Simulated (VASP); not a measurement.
# Ca2Se in VASP: a series of runs, part 2 of 2

VASP 6.6.1.

### Step 4. Single point, PBE

This run uses another cell than the first one, of 33.64 Å³/atom, 0.990 times its volume.

The input, INCAR:

```
PREC = Accurate
ENCUT = 520
EDIFF = 1E-7
ISMEAR = 0
SIGMA = 0.1
LREAL = F
LASPH = T
NELM = 80
ALGO = Normal
ISIF = 2
LWAVE = F
LCHARG = T
GGA = PE
LELF = T
LVHAR = T
NBANDS = 20
```

The input, KPOINTS:

```
Automatic mesh
0
Gamma
  6 6 4
```

The input, POSCAR:

```
Ca2Se
1.0
    4.0164633020      0.0000000000      0.0000000000
   -2.0082316510      3.4783592529      0.0000000000
    0.0000000000      0.0000000000      7.2226693211
Ca Se
2 1
Direct
    0.3333333333      0.6666666667      0.7443141894
    0.3333333333      0.6666666667      0.2556858106
    0.0000000000      0.0000000000      0.0000000000
```

Potentials or basis: VASP PAW PBE potentials, release 64 (Ca_sv, Se).

On the command line:

```sh
cat potpaw_PBE.64/Ca_sv/POTCAR potpaw_PBE.64/Se/POTCAR > POTCAR
mpirun -np 1 vasp_std > vasp.out
```

OUTCAR:

```text
PREC = Accurate
   ENCUT = 520
   EDIFF = 1E-7
   ISMEAR = 0
   LREAL = F
   LASPH = T
   NELM = 80
   ISIF = 2
   GGA = PE

 ion  position               nearest neighbor table
   1  0.333  0.667  0.744-   3 2.96   3 2.96   3 2.96
   2  0.333  0.667  0.256-   3 2.96   3 2.96   3 2.96
   3  0.000  0.000  0.000-   1 2.96   2 2.96   1 2.96   2 2.96   1 2.96   2 2.96

  LATTYP: Found a hexagonal cell.
 ALAT       =     4.0164633020
 C/A-ratio  =     1.7982659813

[... 670 lines left out ...]

  FORCE on cell =-STRESS in cart. coord.  units (eV):
  Direction    XX          YY          ZZ          XY          YZ          ZX
  --------------------------------------------------------------------------------------
  -------------------------------------------------------------------------------------
  Total        0.0128245      0.0128245      0.0977751      0.0000000      0.0000000      0.0000000
  in kB        0.2036263      0.2036263      1.5524687      0.0000000      0.0000000      0.0000000
  external PRESSURE =       0.6532405 kB  Pullay stress =       0.0000000 kB

 VOLUME and BASIS-vectors are now :
 -----------------------------------------------------------------------------
  energy-cutoff  :      520.00
  volume of cell :      100.91
      direct lattice vectors                 reciprocal lattice vectors
     4.016463302  0.000000000  0.000000000     0.248975261  0.143745934  0.000000000
    -2.008231651  3.478359253  0.000000000     0.000000000  0.287491868  0.000000000
     0.000000000  0.000000000  7.222669321     0.000000000  0.000000000  0.138452967

 POSITION                                       TOTAL-FORCE (eV/Angst)
 -----------------------------------------------------------------------------------
     -0.00000      2.31891      5.37594         0.000000      0.000000     -0.001159
     -0.00000      2.31891      1.84673         0.000000     -0.000000      0.001159
      0.00000      0.00000      0.00000        -0.000000     -0.000000      0.000000
 -----------------------------------------------------------------------------------
    total drift:                                0.000000     -0.000000     -0.000000

  FREE ENERGIE OF THE ION-ELECTRON SYSTEM (eV)
  ---------------------------------------------------
  free  energy   TOTEN  =       -10.7518762644 eV

  energy  without entropy=      -10.7465202462  energy(sigma->0) =      -10.74919826
```

OSZICAR:

```text
N       E                     dE             d eps       ncg     rms          rms(c)
DAV:   1     0.212372606979E+03    0.21237E+03   -0.12606E+04   840   0.118E+03
DAV:   2     0.448062512793E+01   -0.20789E+03   -0.20401E+03   896   0.331E+02
DAV:   3    -0.101002123315E+02   -0.14581E+02   -0.14471E+02  1484   0.664E+01
DAV:   4    -0.109585306454E+02   -0.85832E+00   -0.85455E+00  1264   0.146E+01
DAV:   5    -0.109900832100E+02   -0.31553E-01   -0.31545E-01  1344   0.219E+00    0.504E+00
DAV:   6    -0.107748065995E+02    0.21528E+00   -0.50784E-01  1036   0.270E+00    0.306E+00
DAV:   7    -0.107506461996E+02    0.24160E-01   -0.30730E-01  1132   0.265E+00    0.752E-01
DAV:   8    -0.107515349380E+02   -0.88874E-03   -0.47949E-02  1304   0.983E-01    0.125E-01
DAV:   9    -0.107517371711E+02   -0.20223E-03   -0.38440E-03  1184   0.290E-01    0.731E-02
DAV:  10    -0.107518810745E+02   -0.14390E-03   -0.68355E-04  1344   0.119E-01    0.223E-02
DAV:  11    -0.107518783512E+02    0.27234E-05   -0.16885E-04  1176   0.852E-02    0.854E-03
DAV:  12    -0.107518768048E+02    0.15464E-05   -0.14455E-05  1328   0.212E-02    0.354E-03
DAV:  13    -0.107518765046E+02    0.30016E-06   -0.38427E-07  1044   0.431E-03    0.201E-03
DAV:  14    -0.107518761801E+02    0.32456E-06   -0.30037E-07   968   0.363E-03    0.734E-04
DAV:  15    -0.107518762644E+02   -0.84341E-07   -0.10800E-08   672   0.836E-04
   1 F= -.10751876E+02 E0= -.10749198E+02  d E =-.535602E-02
```

It took 44 s on 1 thread of Intel Xeon Platinum 8488C (Sapphire Rapids), shared host; peak memory 0.22 GiB.

What came out:

- Free energy: -10.7519 eV
- Pressure: 0.1 GPa
- Band gap on the k mesh: zero (band 13 reaches 3.26 eV, above the bottom of band 14 at 2.67 eV)

### Step 5. Relaxation of cell and atoms, PBE

The input, INCAR:

```
ALGO = Normal ; EDIFF = 1E-6
EDIFFG = -0.04 ; ENCUT = 600
GGA = PE ; IBRION = 2
ISIF = 3 ; ISMEAR = 0
LASPH = True ; LCHARG = False
LREAL = False ; LWAVE = False
NELM = 80 ; NSW = 90
PREC = Accurate ; SIGMA = 0.1
```

The input, KPOINTS:

```
k-points
0
Gamma
  6 6 2
```

The input, POSCAR:

```
Ca2Se
1.0
    2.8806761700      0.0000000000      0.0000000000
   -1.4403380800      2.4947387400      0.0000000000
    0.0000000000      0.0000000000     14.1791667100
Ca Se
2 1
Direct
    0.3333333300      0.6666666700      0.8978554600
    0.3333333300      0.6666666700      0.1021445400
    0.0000000000      0.0000000000      0.0000000000
```

On the command line:

```sh
cat potpaw_PBE.64/Ca_sv/POTCAR potpaw_PBE.64/Se/POTCAR > POTCAR
mpirun -np 1 vasp_std > vasp.out
```

Run time: 6.1 min. Hardware: 1 thread of Intel Xeon Platinum 8488C (Sapphire Rapids), shared host; peak memory 0.26 GiB.

Results (log left out):

| Quantity | Value |
| --- | --- |
| Free energy | -9.9277 eV |
| Relaxed cell | a = 3.996 Å, b = 3.996 Å, c = 14.896 Å, α = 90.00°, β = 90.00°, γ = 120.00° |
| Space group after relaxing (to 0.05 Å) | P-6m2 (No. 187) |
| Energy gained by relaxing | 4690.8 meV/atom |
| Ionic steps | 12 |
| Largest force after relaxing | 0.028 eV/Å |
| Band gap on the k mesh | zero (band 13 reaches 0.48 eV, above the bottom of band 14 at -0.58 eV) |

Forces in eV/Å, atoms in the order of the input:
```
Ca   0.000  0.000 -0.028
Ca   0.000  0.000  0.028
Se   0.000  0.000  0.000
```

The path:
| step | energy change (eV) | largest force (eV/Å) | pressure (GPa) | volume (Å³) |
| --- | --- | --- | --- | --- |
| 1 | 0.0000 | 14.1215 | 60.33 | 101.90 |
| 2 | -8.7915 | 0.9479 | -2.11 | 430.67 |
| 3 | -12.6105 | 1.3489 | -0.53 | 210.31 |
| 4 | -12.6558 | 1.3092 | -0.23 | 205.32 |
| 5 | -12.7196 | 1.1044 | 1.08 | 189.63 |
| 6 | -12.7190 | 1.1434 | 0.85 | 191.93 |
| 7 | -13.6448 | 1.1414 | -0.12 | 203.46 |
| 8 | -14.0135 | 0.5398 | -0.54 | 211.16 |
| 9 | -14.0506 | 0.3017 | -0.62 | 213.61 |
| 10 | -14.0518 | 0.2678 | -0.63 | 213.95 |
| 11 | -14.0721 | 0.0668 | 0.05 | 205.02 |
| 12 | -14.0725 | 0.0276 | -0.03 | 206.00 |

Final structure:
```cif
data_structure
_symmetry_space_group_name_H-M 'P 1'
_symmetry_Int_Tables_number 1
_cell_length_a 3.9961
_cell_length_b 3.9961
_cell_length_c 14.8960
_cell_angle_alpha 90.000
_cell_angle_beta 90.000
_cell_angle_gamma 120.000
_cell_volume 206.00
loop_
_atom_site_label
_atom_site_type_symbol
_atom_site_fract_x
_atom_site_fract_y
_atom_site_fract_z
_atom_site_occupancy
Ca1 Ca 0.33333 0.66667 0.87423 1
Ca2 Ca 0.33333 0.66667 0.12577 1
Se1 Se 0.00000 0.00000 0.00000 1
```

Levels at points of the mesh, in eV from the Fermi level:
| k point | band 10 | band 11 | band 12 | band 13 | band 14 | band 15 | band 16 | band 17 |
| --- | --- | --- | --- | --- | --- | --- | --- | --- |
| (0.00, 0.00, 0.00) | -4.69 | -2.23 | -2.23 | -1.63 | -0.25 | 0.96 | 2.00 | 2.38 |
| (0.50, 0.00, 0.00) | -4.79 | -3.73 | -2.78 | 0.34 | 0.49 | 0.80 | 1.07 | 1.88 |
| (0.00, 0.00, 0.50) | -4.69 | -2.23 | -2.23 | -1.63 | -0.26 | 0.98 | 2.00 | 2.27 |
| (0.50, 0.00, 0.50) | -4.79 | -3.73 | -2.78 | 0.34 | 0.49 | 0.80 | 1.07 | 1.89 |

Caveat: the k points lie up to 0.30 Å⁻¹ apart in the final cell; the volume moved by over 15 % at a fixed basis, so the end points are rough.

### Step 6. Single point, PBE

This run uses another cell than the first one: it holds 6 atoms, not 3.

The input, INCAR:

```
PREC = Accurate
ENCUT = 520
EDIFF = 1E-6
ISMEAR = 0
SIGMA = 0.2
LREAL = F
LASPH = T
NELM = 80
ALGO = Normal
ISIF = 2
LWAVE = F
LCHARG = F
GGA = PE
NBANDS = 35
```

The input, KPOINTS:

```
regular mesh
0
Gamma
  6 6 2
```

The input, POSCAR:

```
Ca2Se
1.0
    4.0199794179      0.0000000000      0.0000000000
   -2.0099897089      3.4814042986      0.0000000000
    0.0000000000      0.0000000000     14.3673320874
Ca Se
4 2
Direct
    0.3333333333      0.6666666667      0.3718348248
    0.3333333333      0.6666666667      0.8718348248
    0.3333333333      0.6666666667      0.1281651753
    0.3333333333      0.6666666667      0.6281651752
    0.0000000000      0.0000000000      0.0000000000
    0.0000000000      0.0000000000      0.5000000000
```

Potentials or basis: VASP PAW PBE potentials, release 64 (Ca_sv, Se).

On the command line:

```sh
cat potpaw_PBE.64/Ca_sv/POTCAR potpaw_PBE.64/Se/POTCAR > POTCAR
mpirun -np 1 vasp_std > vasp.out
```

OUTCAR:

```text
PREC = Accurate
   ENCUT = 520
   EDIFF = 1E-6
   ISMEAR = 0
   LREAL = F
   LASPH = T
   NELM = 80
   ISIF = 2
   GGA = PE

 ion  position               nearest neighbor table
   1  0.333  0.667  0.372-   6 2.96   6 2.96   6 2.96
   2  0.333  0.667  0.872-   5 2.96   5 2.96   5 2.96
   3  0.333  0.667  0.128-   5 2.96   5 2.96   5 2.96
   4  0.333  0.667  0.628-   6 2.96   6 2.96   6 2.96
   5  0.000  0.000  0.000-   2 2.96   2 2.96   2 2.96   3 2.96   3 2.96   3 2.96
   6  0.000  0.000  0.500-   1 2.96   4 2.96   1 2.96   4 2.96   1 2.96   4 2.96

  LATTYP: Found a hexagonal cell.
 ALAT       =     4.0199794179
 C/A-ratio  =     3.5739815043

  Lattice vectors:

 A1 = (   4.0199794179,   0.0000000000,   0.0000000000)
 A2 = (  -2.0099897089,   3.4814042986,   0.0000000000)
 A3 = (   0.0000000000,   0.0000000000,  14.3673320874)

Analysis of symmetry for initial positions (statically):
=====================================================================
 Subroutine PRICEL returns following result:

  LATTYP: Found a hexagonal cell.
[... 186 lines left out ...]
 cond. band min:       3.1419186046   @ k =   0.1667   0.0000   0.0000
 fundamental gap:      0.2721280890
 Fermi energy:         3.1367391842

 k-point     1 :       0.0000    0.0000    0.0000
  band No.  band energies     occupation
      1     -39.1481      2.00000
      2     -39.1424      2.00000
      3     -39.1389      2.00000
      4     -39.1332      2.00000
      5     -20.2580      2.00000
      6     -20.1667      2.00000
[... 521 lines left out ...]
     34       5.3068      0.00000
     35       5.4274      0.00000

------------------------ aborting loop because EDIFF is reached ----------------------------------------

  FORCE on cell =-STRESS in cart. coord.  units (eV):
  Direction    XX          YY          ZZ          XY          YZ          ZX
  --------------------------------------------------------------------------------------
  -------------------------------------------------------------------------------------
  Total        0.0147341      0.0147341      0.4633787      0.0000000      0.0000000      0.0000000
  in kB        0.1174032      0.1174032      3.6922598      0.0000000      0.0000000      0.0000000
  external PRESSURE =       1.3090220 kB  Pullay stress =       0.0000000 kB

 VOLUME and BASIS-vectors are now :
 -----------------------------------------------------------------------------
  energy-cutoff  :      520.00
  volume of cell :      201.07
      direct lattice vectors                 reciprocal lattice vectors
     4.019979418  0.000000000  0.000000000     0.248757493  0.143620205  0.000000000
    -2.009989709  3.481404299  0.000000000     0.000000000  0.287240411  0.000000000
     0.000000000  0.000000000 14.367332087     0.000000000  0.000000000  0.069602345

 POSITION                                       TOTAL-FORCE (eV/Angst)
 -----------------------------------------------------------------------------------
     -0.00000      2.32094      5.34227        -0.000000      0.000000     -0.002450
     -0.00000      2.32094     12.52594         0.000000      0.000000     -0.002450
     -0.00000      2.32094      1.84139         0.000000     -0.000000      0.002450
     -0.00000      2.32094      9.02506        -0.000000     -0.000000      0.002450
      0.00000      0.00000      0.00000        -0.000000      0.000000      0.000000
      0.00000      0.00000      7.18367         0.000000      0.000000      0.000000
 -----------------------------------------------------------------------------------
    total drift:                                0.000001     -0.000000     -0.000001

  FREE ENERGIE OF THE ION-ELECTRON SYSTEM (eV)
  ---------------------------------------------------
  free  energy   TOTEN  =       -21.5168258567 eV

  energy  without entropy=      -21.4805000293  energy(sigma->0) =      -21.49866294
```

OSZICAR:

```text
N       E                     dE             d eps       ncg     rms          rms(c)
DAV:   1     0.487699700052E+03    0.48770E+03   -0.24896E+04   980   0.136E+03
DAV:   2     0.146865831734E+02   -0.47301E+03   -0.46302E+03  1099   0.394E+02
DAV:   3    -0.192290785096E+02   -0.33916E+02   -0.33636E+02  1551   0.821E+01
DAV:   4    -0.218888368963E+02   -0.26598E+01   -0.26501E+01  1680   0.208E+01
DAV:   5    -0.219837506634E+02   -0.94914E-01   -0.94885E-01  1456   0.369E+00    0.717E+00
DAV:   6    -0.215548888382E+02    0.42886E+00   -0.99896E-01  1264   0.317E+00    0.442E+00
DAV:   7    -0.215163963439E+02    0.38492E-01   -0.72952E-01  1344   0.325E+00    0.892E-01
DAV:   8    -0.215153493326E+02    0.10470E-02   -0.17407E-01  1480   0.117E+00    0.234E-01
DAV:   9    -0.215159395791E+02   -0.59025E-03   -0.95375E-03  1480   0.287E-01    0.142E-01
DAV:  10    -0.215167395201E+02   -0.79994E-03   -0.12321E-03  1256   0.178E-01    0.540E-02
DAV:  11    -0.215168277583E+02   -0.88238E-04   -0.16075E-04  1280   0.718E-02    0.212E-02
DAV:  12    -0.215168259007E+02    0.18577E-05   -0.23563E-05  1328   0.358E-02    0.451E-03
DAV:  13    -0.215168258567E+02    0.44029E-07   -0.19216E-06   936   0.839E-03
   1 F= -.21516826E+02 E0= -.21498663E+02  d E =-.363258E-01
```

Run time: 1.8 min. Hardware: 1 thread of Intel Xeon Platinum 8488C (Sapphire Rapids), shared host; peak memory 0.33 GiB.

Results:

| Item | Value |
| --- | --- |
| Free energy | -21.5168 eV |
| Pressure | 0.1 GPa |
| Band gap on the k mesh | zero (band 26 reaches 3.27 eV, above the bottom of band 27 at 2.73 eV) |

Forces on the atoms (eV/Å):
```
Ca   0.000  0.000 -0.002
Ca   0.000  0.000 -0.002
Ca   0.000  0.000  0.002
Ca   0.000  0.000  0.002
Se   0.000  0.000  0.000
Se   0.000  0.000  0.000
```

Levels at points of the mesh, in eV from the Fermi level:
| k point | band 22 | band 23 | band 24 | band 25 | band 26 | band 27 | band 28 | band 29 | band 30 | band 31 |
| --- | --- | --- | --- | --- | --- | --- | --- | --- | --- | --- |
| (0.00, 0.00, 0.00) | -2.62 | -2.61 | -2.61 | -2.57 | -1.29 | -0.41 | 0.55 | 1.73 | 1.86 | 1.86 |
| (0.50, 0.00, 0.00) | -3.96 | -3.15 | -3.14 | -0.35 | -0.27 | 0.12 | 0.20 | 0.58 | 0.61 | 0.76 |
| (0.00, 0.00, 0.50) | -2.62 | -2.62 | -2.62 | -2.07 | -2.07 | 0.32 | 0.32 | 1.66 | 1.66 | 1.94 |
| (0.50, 0.00, 0.50) | -3.98 | -3.14 | -3.14 | -0.27 | -0.27 | 0.09 | 0.09 | 0.50 | 0.50 | 1.26 |

### Step 7. Relaxation of cell and atoms, PBE

This run uses another cell than the first one, of 33.49 Å³/atom, 0.986 times its volume.

The input, INCAR:

```
SYSTEM = Ca2Se
PREC = Accurate
ENCUT = 600
EDIFF = 1E-6
ISMEAR = 0
SIGMA = 0.1
LREAL = .FALSE.
LASPH = .TRUE.
NELM = 100
ALGO = Normal
ISIF = 3
LWAVE = .FALSE.
LCHARG = .FALSE.
GGA = PE
IBRION = 2
NSW = 90
EDIFFG = -0.04
```

The input, KPOINTS:

```
regular mesh
0
G
  6 6 4
  0 0 0
```

The input, POSCAR:

```
Ca2Se
1.0
    4.0000710811      0.0000000000      0.0000000000
   -2.0000355406      3.4641631732      0.0000000000
    0.0000000000      0.0000000000      7.2515747033
Ca Se
2 1
Direct
    0.3333333333      0.6666666667      0.7453062193
    0.3333333333      0.6666666667      0.2546937807
    0.0000000000      0.0000000000      0.0000000000
```

On the command line:

```sh
cat potpaw_PBE.64/Ca_sv/POTCAR potpaw_PBE.64/Se/POTCAR > POTCAR
mpirun -np 1 vasp_std > vasp.out
```

Wall time 53 s (1 thread of Intel Xeon Platinum 8488C (Sapphire Rapids), shared host); peak memory 0.27 GiB.

Results (log left out):

```
Free energy                            : -10.7521 eV
Relaxed volume                         : 33.77 Å³/atom
Relaxed cell                           : a = 4.016 Å, b = 4.016 Å, c = 7.255 Å, α = 90.00°, β = 90.00°, γ = 120.00°
Space group after relaxing (to 0.05 Å) : P-6m2 (No. 187)
Energy gained by relaxing              : 0.4 meV/atom
Ionic steps                            : 2
Pressure after relaxing                : 0.0 GPa
Largest force after relaxing           : 0.010 eV/Å
Band gap on the k mesh                 : zero (band 13 reaches 3.24 eV, above the bottom of band 14 at 2.62 eV)
```

Forces on the atoms (eV/Å):
```
Ca   0.000  0.000 -0.010
Ca   0.000  0.000  0.010
Se   0.000  0.000  0.000
```

Stress tensor (GPa, compression positive):
```
 0.04  0.00  0.00
 0.00  0.04  0.00
 0.00  0.00 -0.12
```

Step by step:
| step | energy change (eV) | largest force (eV/Å) | pressure (GPa) | volume (Å³) |
| --- | --- | --- | --- | --- |
| 1 | 0.0000 | 0.0606 | 0.27 | 100.48 |
| 2 | -0.0012 | 0.0099 | -0.01 | 101.32 |

Final structure:
```
CELL_PARAMETERS angstrom
4.01557 0.00000 0.00000
-2.00778 3.47758 0.00000
0.00000 0.00000 7.25550
ATOMIC_POSITIONS crystal
Ca 0.33333 0.66667 0.74490
Ca 0.33333 0.66667 0.25510
Se 0.00000 0.00000 0.00000
```

Levels at points of the mesh, in eV from the Fermi level:
```
           k point  band 11  band 12  band 13  band 14  band 15  band 16
(0.00, 0.00, 0.00)    -2.61    -2.61    -2.60     0.53     1.97     1.98
(0.50, 0.00, 0.00)    -3.97    -3.14    -0.28     0.18     0.59     0.71
(0.00, 0.00, 0.50)    -2.59    -2.59    -1.34    -0.50     1.72     1.83
(0.50, 0.00, 0.50)    -4.02    -3.13    -0.36     0.09     0.58     1.54
```

### Step 8. Summary

```csv
task,cell,k mesh,cutoff (eV),smearing,gap on the mesh (eV),pressure (GPa),relaxed volume (Å³/atom),largest force (eV/Å)
single point,"a = 2.881, b = 2.881, c = 14.179 Å, angles 90.0, 90.0, 120.0°, 3 atoms",6 × 6 × 2,520,gaussian 0.1 eV,none,-,-,14.12
single point,"a = 4.000, b = 4.000, c = 7.252 Å, angles 90.0, 90.0, 120.0°, 3 atoms",6 × 6 × 2,520,gaussian 0.1 eV,none,0.3,-,0.04
single point,"a = 4.016, b = 4.016, c = 7.223 Å, angles 90.0, 90.0, 120.0°, 3 atoms",6 × 6 × 4,520,gaussian 0.1 eV,none,0.1,-,-
relaxation of cell and atoms,"relaxed from a = 2.881, b = 2.881, c = 14.179 Å, angles 90.0, 90.0, 120.0°, 3 atoms",6 × 6 × 2,600,gaussian 0.1 eV,none,-,68.67,0.03
single point,"a = 4.020, b = 4.020, c = 14.367 Å, angles 90.0, 90.0, 120.0°, 6 atoms",6 × 6 × 2,520,gaussian 0.2 eV,none,0.1,-,-
relaxation of cell and atoms,"relaxed from a = 4.000, b = 4.000, c = 7.252 Å, angles 90.0, 90.0, 120.0°, 3 atoms",6 × 6 × 4,600,gaussian 0.1 eV,none,0.0,33.77,0.01
```

Alike in all rows: level PBE; potentials or basis VASP PAW PBE potentials, release 64 (Ca_sv, Se); no spin polarisation.

Caveats: some runs use coarse meshes; the volume moved by over 15 % at a fixed basis, so the end points are rough (some runs).

Absolute energies hang on the potentials; compare differences alone.
